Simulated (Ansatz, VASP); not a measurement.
## Two plane-wave programs on Si

INCAR

```
SYSTEM = Si
ALGO = Normal ; EDIFF = 1E-6
ENCUT = 500 ; GGA = PE
GGA_COMPAT = .FALSE. ; ISIF = 2
ISMEAR = 0 ; LASPH = .TRUE.
LCHARG = .TRUE. ; LELF = .TRUE.
LREAL = .FALSE. ; LVHAR = .TRUE.
LWAVE = .FALSE. ; NBANDS = 11
NELM = 120 ; PREC = Accurate
SIGMA = 0.02
```

File KPOINTS:

```
k-points
0
G
  10 10 10
  0 0 0
```

POSCAR

```
Si
1.0
    0.0000000000      2.6502008456      2.6502008456
    2.6502008456      0.0000000000      2.6502008456
    2.6502008456      2.6502008456      0.0000000000
Si
2
Direct
    0.7500000000      0.7500000000      0.7500000000
    0.5000000000      0.5000000000      0.5000000000
```

Input for Ansatz:

```yaml
crystal:
  lattice:
    - [0.0, 2.6502008456, 2.6502008456]
    - [2.6502008456, 0.0, 2.6502008456]
    - [2.6502008456, 2.6502008456, 0.0]
  atoms:
    - { symbol: Si, position: [0.75, 0.75, 0.75] }
    - { symbol: Si, position: [0.5, 0.5, 0.5] }
basis:
  ecutwfc: 420
kpoints:
  mp_grid: { grid: [10, 10, 10] }
hamiltonian:
  xc: pbe
scf:
  occupations: { method: gaussian, width: 0.02 }
output:
  forces: true
  stress: true
  eigenvalues: true
```

Alike in both runs: task single point; functional PBE; k mesh 10 × 10 × 10; occupations gaussian, width 0.02 eV; no spin polarisation.

|  | VASP | Ansatz |
| --- | --- | --- |
| version | VASP 6.6.1 | Ansatz 0.2.0 |
| potentials or method | VASP PAW PBE potentials, release 64 (Si), cutoff 500 eV | scalar-relativistic, plane waves, PAW |
| valence electrons in the cell | 8 | 8 |

|  | VASP | Ansatz | Ansatz less VASP |
| --- | --- | --- | --- |
| gap on the k mesh at the Fermi level (eV) | 0.45 | 0.44 | -0.002 |
| least direct gap on the mesh (eV) | 2.59 | 2.59 | -0.006 |
| pressure (GPa) | 10.2 | 10.3 | +0.09 |
